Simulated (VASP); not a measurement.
# TiC (dq5) (Fm-3m) in VASP: a series of runs

TiC (dq5) is run at these levels: LDA; tasks: single point, relaxation of cell and atoms.

All numbers are computed with VASP 6.6.1; they aren't measurements. Logs are shortened: lines on timing, memory, paths and dates and some standing lists are left out, and cuts for length are marked.

### Step 1. The cell of the first run

It takes space group Fm-3m (No. 225, cubic). The conventional cell has a = 4.331 Å, b = 4.331 Å, c = 4.331 Å, α = 90.00°, β = 90.00°, γ = 90.00°. Within 2.9 Å of Ti (site symmetry m-3m) lie 6 C at 2.17 Å. Within 2.9 Å of C (site symmetry m-3m) lie 6 Ti at 2.17 Å.

### Step 2. Single point, LDA

File INCAR:

```
SYSTEM = TiC
PREC = Accurate
ENCUT = 520
EDIFF = 1E-6
ISMEAR = 0
SIGMA = 0.1
LREAL = .FALSE.
LASPH = .TRUE.
NELM = 100
ALGO = Normal
ISIF = 2
LWAVE = .FALSE.
LCHARG = .TRUE.
LELF = .TRUE.
LVHAR = .TRUE.
NBANDS = 15
```

File KPOINTS:

```
Automatic mesh
0
G
  8 8 8
  0 0 0
```

File POSCAR:

```
TiC
1.0
    0.0000000000      2.1657188400      2.1657188400
    2.1657188400      0.0000000000      2.1657188400
    2.1657188400      2.1657188400      0.0000000000
Ti C
1 1
Direct
    0.0000000000      0.0000000000      0.0000000000
    0.5000000000      0.5000000000      0.5000000000
```

Potentials or basis: VASP PAW LDA potentials, release 64 (Ti_sv, C).

Command:

```sh
cat potpaw_LDA.64/Ti_sv/POTCAR potpaw_LDA.64/C/POTCAR > POTCAR
mpirun -np 1 vasp_std > vasp.out
```

OUTCAR:

```text
SYSTEM = TiC
   PREC = Accurate
   ENCUT = 520
   EDIFF = 1E-6
   ISMEAR = 0
   LREAL = .FALSE.
   LASPH = .TRUE.
   NELM = 100
   ISIF = 2

 ion  position               nearest neighbor table
   1  0.000  0.000  0.000-   2 2.17   2 2.17   2 2.17   2 2.17   2 2.17   2 2.17
   2  0.500  0.500  0.500-   1 2.17   1 2.17   1 2.17   1 2.17   1 2.17   1 2.17

  LATTYP: Found a face centered cubic cell.
 ALAT       =     4.3314376800

  Lattice vectors:

 A1 = (   0.0000000000,   2.1657188400,   2.1657188400)
 A2 = (   2.1657188400,   0.0000000000,   2.1657188400)
 A3 = (   2.1657188400,   2.1657188400,   0.0000000000)

Analysis of symmetry for initial positions (statically):
=====================================================================
 Subroutine PRICEL returns:
 Original cell was already a primitive cell.

 Routine SETGRP: Setting up the symmetry group for a
 face centered cubic supercell.

 Subroutine GETGRP returns: Found 48 space group operations
 (whereof 48 operations were pure point group operations)
 out of a pool of 48 trial point group operations.

The static configuration has the point symmetry O_h .

Analysis of symmetry for dynamics (positions and initial velocities):
=====================================================================
 Subroutine PRICEL returns:
 Original cell was already a primitive cell.

 Routine SETGRP: Setting up the symmetry group for a
 face centered cubic supercell.

 Subroutine GETGRP returns: Found 48 space group operations
 (whereof 48 operations were pure point group operations)
 out of a pool of 48 trial point group operations.

The dynamic configuration has the point symmetry O_h .

 Subroutine INISYM returns: Found 48 space group operations
 (whereof 48 operations are pure point group operations),
 and found     1 'primitive' translations

----------------------------------------------------------------------------------------

                                     Primitive cell

  volume of cell :      20.3159

  direct lattice vectors                    reciprocal lattice vectors
     0.000000000  2.165718840  2.165718840    -0.230870227  0.230870227  0.230870227
     2.165718840  0.000000000  2.165718840     0.230870227 -0.230870227  0.230870227
     2.165718840  2.165718840  0.000000000     0.230870227  0.230870227 -0.230870227

  length of vectors
     3.062788956  3.062788956  3.062788956     0.399878963  0.399878963  0.399878963

  position of ions in fractional coordinates (direct lattice)
     0.000000000  0.000000000  0.000000000
     0.500000000  0.500000000  0.500000000

  ion indices of the primitive-cell ions
   primitive index   ion index
                 1           1
                 2           2

----------------------------------------------------------------------------------------

 KPOINTS: Automatic mesh

Automatic generation of k-mesh.
 Grid dimensions read from file:
 generate k-points for:    8    8    8

 Generating k-lattice:

  Cartesian coordinates                     Fractional coordinates (reciprocal lattice)
    -0.028858778  0.028858778  0.028858778     0.125000000  0.000000000  0.000000000
     0.028858778 -0.028858778  0.028858778     0.000000000  0.125000000  0.000000000
     0.028858778  0.028858778 -0.028858778     0.000000000  0.000000000  0.125000000

  Length of vectors
     0.049984870  0.049984870  0.049984870

  Shift w.r.t. Gamma in fractional coordinates (k-lattice)
     0.000000000  0.000000000  0.000000000

 Subroutine IBZKPT returns following result:
 ===========================================

 Found     29 irreducible k-points:

 Following reciprocal coordinates:
            Coordinates               Weight
  0.000000  0.000000  0.000000      1.000000
  0.125000  0.000000  0.000000      8.000000
  0.250000  0.000000  0.000000      8.000000
  0.375000  0.000000  0.000000      8.000000
  0.500000  0.000000  0.000000      4.000000
  0.125000  0.125000  0.000000      6.000000
[... 16 lines left out ...]
  0.500000  0.250000  0.125000     48.000000
 -0.375000  0.250000  0.125000     24.000000
 [... further k-points ...]
   k-points           NKPTS =     29   k-points in BZ     NKDIM =     29   number of bands    NBANDS=     15
   number of dos      NEDOS =    301   number of ions     NIONS =      2
   total plane-waves  NPLWV =  13824
   dimension x,y,z NGX =    24 NGY =   24 NGZ =   24
   dimension x,y,z NGXF=    48 NGYF=   48 NGZF=   48
   ions per type =               1   1
   NGX,Y,Z   is equivalent  to a cutoff of  13.03, 13.03, 13.03 a.u.
   NGXF,Y,Z  is equivalent  to a cutoff of  26.05, 26.05, 26.05 a.u.
 SYSTEM =  TiC
   PREC   = accura    normal or accurate (medium, high low for compatibility)
   ISTART =      0    job   : 0-new  1-cont  2-samecut
   ICHARG =      2    charge: 1-file 2-atom 10-const
   ISPIN  =      1    spin polarized calculation?
   LNONCOLLINEAR =      F non collinear calculations
   LSORBIT =      F    spin-orbit coupling
   LASPH  =      T    aspherical Exc in radial PAW
   ENCUT  =  520.0 eV  38.22 Ry    6.18 a.u.   5.69  5.69  5.69*2*pi/ulx,y,z
   NELM   =    100;   NELMIN=  2; NELMDL= -5     # of ELM steps
   EDIFF  = 0.1E-05   stopping-criterion for ELM
   LREAL  =      F    real-space projection
   EDIFFG = 0.1E-04   stopping-criterion for IOM
   NSW    =      0    number of steps for IOM
   IBRION =     -1    ionic relax: 0-MD 1-quasi-New 2-CG
   NFREE  =      0    steps in history (QN), initial steepest desc. (CG)
   ISIF   =      2    stress and relaxation
   ISYM   =      2    0-nonsym 1-usesym 2-fastsym
   POTIM  = 0.5000    time-step for ionic-motion
   TEBEG  =    0.0;   TEEND  =   0.0 temperature during run
   PSTRESS=    0.0 pullay stress
   NELECT =      16.0000    total number of electrons
   NUPDOWN=      -1.0000    fix difference up-down
   EMIN   =  10.00;   EMAX   =-10.00  energy-range for DOS
   EFERMI =   0.00;   METHOD = LEGACY
   ISMEAR =     0;   SIGMA  =   0.10  broadening in eV -4-tet -1-fermi 0-gaus
   EFERMI_NEDOS =   21; number of points for ismear=-14 and -15
   IALGO  =     38    algorithm
   IMIX   =      4    mixing-type and parameters
     AMIX     =   0.40;   BMIX     =  1.00
     AMIX_MAG =   1.60;   BMIX_MAG =  1.00
  volume/ion in A,a.u.               =      10.16        68.55
  Fermi-wavevector in a.u.,A,eV,Ry     =   1.511829  2.856943 31.097854  2.285628
  Thomas-Fermi vector in A             =   2.621834
   LORBIT       =      0    0 simple, 1 ext, 2 COOP (PROOUT), +10 PAW based schemes
   GGA     = CA    functional components
   LHFCALC =     F    Hartree Fock is set to
   AEXX    =    0.0000 exact exchange contribution
   IVDW    =     0    specifies the selected vdW correction
   LEPSILON=     F    determine dielectric tensor
   LRPA    =     F    only Hartree local field effects (RPA)
 non-spin polarized calculation
 Gauss-broadening in eV      SIGMA  =   0.10
  energy-cutoff  :      520.00
  volume of cell :       20.32
 maximum number of plane-waves:       568
   NGX = 11   NGY = 11   NGZ = 11

 number of electron      16.0000000 magnetization

 Free energy of the ion-electron system (eV)
  ---------------------------------------------------
  ext. energy  EPLUGINS =         0.00000000
  ---------------------------------------------------
  free energy    TOTEN  =       -20.50195919 eV

  energy without entropy =      -20.50011301  energy(sigma->0) =      -20.50103610

 E-fermi :   9.1799     XC(G=0): -12.9762

 val. band max:        8.9985890706   @ k =   0.3750   0.3750   0.0000
 cond. band min:       9.2015263617   @ k =   0.1250   0.1250   0.0000
 fundamental gap:      0.2029372910
 Fermi energy:         9.1799227347

 k-point     1 :       0.0000    0.0000    0.0000
  band No.  band energies     occupation
      1     -46.6452      2.00000
      2     -23.0518      2.00000
      3     -23.0518      2.00000
      4     -23.0518      2.00000
      5      -2.9760      2.00000
      6       9.8618      0.00000
      7       9.8618      0.00000
      8       9.8618      0.00000
      9      10.9240      0.00000
     10      10.9240      0.00000
     11      10.9240      0.00000
     12      10.9444      0.00000
     13      10.9444      0.00000
     14      19.8366      0.00000
     15      23.2809      0.00000

 k-point     2 :       0.1250    0.0000    0.0000
  band No.  band energies     occupation
      1     -46.6339      2.00000
      2     -23.1298      2.00000
      3     -23.0592      2.00000
      4     -23.0592      2.00000
      5      -2.6248      2.00000
      6       8.5851      2.00000
      7       8.9421      1.99923
      8       8.9421      1.99923
      9      10.2923      0.00000
     10      10.2923      0.00000
     11      11.4689      0.00000
     12      13.0008      0.00000
     13      13.0008      0.00000
     14      20.3575      0.00000
     15      23.3508      0.00000

 k-point     3 :       0.2500    0.0000    0.0000
  band No.  band energies     occupation
      1     -46.6064      2.00000
      2     -23.3144      2.00000
      3     -23.0769      2.00000
      4     -23.0769      2.00000
      5      -1.6571      2.00000
      6       6.5173      2.00000
      7       7.5377      2.00000
      8       7.5377      2.00000
      9      10.9458      0.00000
     10      10.9458      0.00000
     11      12.0465      0.00000
     12      15.0744      0.00000
     13      15.0744      0.00000
     14      20.3658      0.00000
     15      23.6268      0.00000

 k-point     4 :       0.3750    0.0000    0.0000
  band No.  band energies     occupation
      1     -46.5789      2.00000
      2     -23.4938      2.00000
      3     -23.0945      2.00000
      4     -23.0945      2.00000
      5      -0.3312      2.00000
      6       4.5167      2.00000
      7       6.6431      2.00000
      8       6.6431      2.00000
      9      11.7310      0.00000
     10      11.7310      0.00000
     11      12.7738      0.00000
     12      16.7207      0.00000
     13      16.7207      0.00000
     14      18.5873      0.00000
     15      24.9976      0.00000
[... 307 lines left out ...]
 k-point    22 :       0.3750    0.2500    0.1250
  band No.  band energies     occupation
      1     -46.5859      2.00000
      2     -23.3508      2.00000
      3     -23.1726      2.00000
      4     -23.1049      2.00000
      5      -1.0853      2.00000
      6       5.6136      2.00000
      7       7.3418      2.00000
      8       7.5185      2.00000
      9      10.3008      0.00000
     10      11.9377      0.00000
     11      12.9854      0.00000
     12      13.5628      0.00000
     13      16.2431      0.00000
     14      21.7283      0.00000
     15      23.0369      0.00000

 k-point    23 :       0.5000    0.2500    0.1250
  band No.  band energies     occupation
      1     -46.5637      2.00000
      2     -23.4468      2.00000
      3     -23.2221      2.00000
      4     -23.1306      2.00000
      5      -0.2120      2.00000
      6       4.8135      2.00000
      7       6.5131      2.00000
      8       6.9636      2.00000
      9      11.0594      0.00000
     10      12.2917      0.00000
     11      13.0362      0.00000
     12      14.5633      0.00000
     13      16.6174      0.00000
     14      20.8091      0.00000
     15      23.3081      0.00000

 k-point    24 :      -0.3750    0.2500    0.1250
  band No.  band energies     occupation
      1     -46.5545      2.00000
      2     -23.4885      2.00000
      3     -23.2353      2.00000
      4     -23.1461      2.00000
      5       0.2322      2.00000
      6       4.4013      2.00000
      7       6.2539      2.00000
      8       6.7436      2.00000
      9      11.8063      0.00000
     10      11.9476      0.00000
     11      12.9863      0.00000
     12      15.6682      0.00000
     13      16.0540      0.00000
     14      20.2326      0.00000
     15      23.4307      0.00000

 [... further k-points ...]
[... 5 lines left out ...]
  --------------------------------------------------------------------------------------
  -------------------------------------------------------------------------------------
  Total       -1.5230906     -1.5230906     -1.5230906      0.0000000      0.0000000     -0.0000000
  in kB     -120.1157869   -120.1157869   -120.1157869      0.0000000      0.0000000     -0.0000000
  external PRESSURE =    -120.1157869 kB  Pullay stress =       0.0000000 kB

 VOLUME and BASIS-vectors are now :
 -----------------------------------------------------------------------------
  energy-cutoff  :      520.00
  volume of cell :       20.32
      direct lattice vectors                 reciprocal lattice vectors
     0.000000000  2.165718840  2.165718840    -0.230870227  0.230870227  0.230870227
     2.165718840  0.000000000  2.165718840     0.230870227 -0.230870227  0.230870227
     2.165718840  2.165718840  0.000000000     0.230870227  0.230870227 -0.230870227

 POSITION                                       TOTAL-FORCE (eV/Angst)
 -----------------------------------------------------------------------------------
      0.00000      0.00000      0.00000         0.000000      0.000000     -0.000000
      2.16572      2.16572      2.16572         0.000000      0.000000      0.000000
 -----------------------------------------------------------------------------------
    total drift:                                0.000000     -0.000000     -0.000000

  FREE ENERGIE OF THE ION-ELECTRON SYSTEM (eV)
  ---------------------------------------------------
  free  energy   TOTEN  =       -20.5019591897 eV

  energy  without entropy=      -20.5001130132  energy(sigma->0) =      -20.50103610
```

It took 4.2 s on 1 thread of Intel Xeon 6975P-C (Granite Rapids), shared host; peak memory 0.13 GiB.

What came out:

* Free energy: -20.5020 eV
* Pressure: -12.0 GPa
* Band gap on the k mesh: zero (band 8 reaches 9.86 eV, above the bottom of band 9 at 8.82 eV)

Levels at points of the mesh, in eV from the Fermi level:
```csv
k point,band 6,band 7,band 8,band 9,band 10,band 11
"(0.00, 0.00, 0.00)",0.68,0.68,0.68,1.74,1.74,1.74
"(0.50, 0.00, 0.00)",-5.77,-2.84,-2.84,2.92,2.92,4.11
"(0.50, 0.50, 0.00)",-3.32,-1.62,0.05,0.05,2.77,3.52
```

### Step 3. Single point, LDA

This run uses another cell than the first one, of 9.67 Å³/atom, 0.952 times its volume.

File INCAR:

```
PREC = Accurate
ENCUT = 520
EDIFF = 1E-6
ISMEAR = 0
SIGMA = 0.1
LREAL = F
LASPH = T
NELM = 80
ALGO = Normal
ISIF = 2
LWAVE = F
LCHARG = F
NBANDS = 15
```

File KPOINTS:

```
regular mesh
0
Gamma
  8 8 8
```

File POSCAR:

```
TiC
1.0
    0.0000000000      2.1303899794      2.1303899794
    2.1303899794      0.0000000000      2.1303899794
    2.1303899794      2.1303899794      0.0000000000
Ti C
1 1
Direct
    0.0000000000      0.0000000000      0.0000000000
    0.5000000000      0.5000000000      0.5000000000
```

Potentials or basis: VASP PAW LDA potentials, release 64 (Ti_sv, C).

Command:

```sh
cat potpaw_LDA.64/Ti_sv/POTCAR potpaw_LDA.64/C/POTCAR > POTCAR
mpirun -np 1 vasp_std > vasp.out
```

OUTCAR:

```text
PREC = Accurate
   ENCUT = 520
   EDIFF = 1E-6
   ISMEAR = 0
   LREAL = F
   LASPH = T
   NELM = 80
   ISIF = 2

 ion  position               nearest neighbor table
   1  0.000  0.000  0.000-   2 2.13   2 2.13   2 2.13   2 2.13   2 2.13   2 2.13
   2  0.500  0.500  0.500-   1 2.13   1 2.13   1 2.13   1 2.13   1 2.13   1 2.13

  LATTYP: Found a face centered cubic cell.
 ALAT       =     4.2607799588

  Lattice vectors:

 A1 = (   0.0000000000,   2.1303899794,   2.1303899794)
[... 609 lines left out ...]
      9      12.5727      0.00000
     10      12.7235      0.00000
     11      13.8440      0.00000
     12      16.7101      0.00000
     13      17.0693      0.00000
     14      21.2237      0.00000
     15      24.5633      0.00000

 [... further k-points ...]
[... 5 lines left out ...]
  --------------------------------------------------------------------------------------
  -------------------------------------------------------------------------------------
  Total        0.0891672      0.0891672      0.0891672      0.0000000      0.0000000     -0.0000000
  in kB        7.3876870      7.3876870      7.3876870      0.0000000      0.0000000     -0.0000000
  external PRESSURE =       7.3876870 kB  Pullay stress =       0.0000000 kB

 VOLUME and BASIS-vectors are now :
 -----------------------------------------------------------------------------
  energy-cutoff  :      520.00
  volume of cell :       19.34
      direct lattice vectors                 reciprocal lattice vectors
     0.000000000  2.130389979  2.130389979    -0.234698813  0.234698813  0.234698813
     2.130389979  0.000000000  2.130389979     0.234698813 -0.234698813  0.234698813
     2.130389979  2.130389979  0.000000000     0.234698813  0.234698813 -0.234698813

 POSITION                                       TOTAL-FORCE (eV/Angst)
 -----------------------------------------------------------------------------------
      0.00000      0.00000      0.00000        -0.000000     -0.000000      0.000000
      2.13039      2.13039      2.13039         0.000000      0.000000     -0.000000
 -----------------------------------------------------------------------------------
    total drift:                                0.000000     -0.000000     -0.000000

  FREE ENERGIE OF THE ION-ELECTRON SYSTEM (eV)
  ---------------------------------------------------
  free  energy   TOTEN  =       -20.5371509963 eV

  energy  without entropy=      -20.5354413274  energy(sigma->0) =      -20.53629616
```

OSZICAR:

```text
N       E                     dE             d eps       ncg     rms          rms(c)
DAV:   1     0.115017537333E+03    0.11502E+03   -0.79808E+03   870   0.128E+03
DAV:   2    -0.184890589207E+02   -0.13351E+03   -0.12446E+03   926   0.335E+02
DAV:   3    -0.256797969014E+02   -0.71907E+01   -0.70667E+01  1092   0.773E+01
DAV:   4    -0.259685319887E+02   -0.28874E+00   -0.28848E+00  1083   0.139E+01
DAV:   5    -0.259740649500E+02   -0.55330E-02   -0.55317E-02  1108   0.176E+00    0.190E+01
DAV:   6    -0.211734907368E+02    0.48006E+01   -0.11571E+01  1220   0.566E+01    0.687E+00
DAV:   7    -0.205781314596E+02    0.59536E+00   -0.19836E+00  1027   0.206E+01    0.527E+00
DAV:   8    -0.205453108183E+02    0.32821E-01   -0.11450E-01   989   0.389E+00    0.306E+00
DAV:   9    -0.205402529700E+02    0.50578E-02   -0.72752E-02  1141   0.308E+00    0.762E-01
DAV:  10    -0.205386520465E+02    0.16009E-02   -0.93608E-03  1109   0.131E+00    0.579E-01
DAV:  11    -0.205371810772E+02    0.14710E-02   -0.27834E-03   996   0.797E-01    0.106E-01
DAV:  12    -0.205371590018E+02    0.22075E-04   -0.26646E-04   947   0.183E-01    0.389E-02
DAV:  13    -0.205371512244E+02    0.77774E-05   -0.13887E-05  1073   0.343E-02    0.487E-03
DAV:  14    -0.205371509963E+02    0.22810E-06   -0.37941E-07   668   0.692E-03
   1 F= -.20537151E+02 E0= -.20536296E+02  d E =-.170967E-02
```

Run time: 4.2 s. Hardware: 1 thread of Intel Xeon 6975P-C (Granite Rapids), shared host; peak memory 0.12 GiB.

What came out:

```yaml
Free_energy: -20.5372 eV
Pressure: 0.7 GPa
Band_gap_on_the_k_mesh: zero (band 8 reaches 10.47 eV, above the bottom of band 9 at 9.41 eV)
```

(Continued in part 2 of 2.)
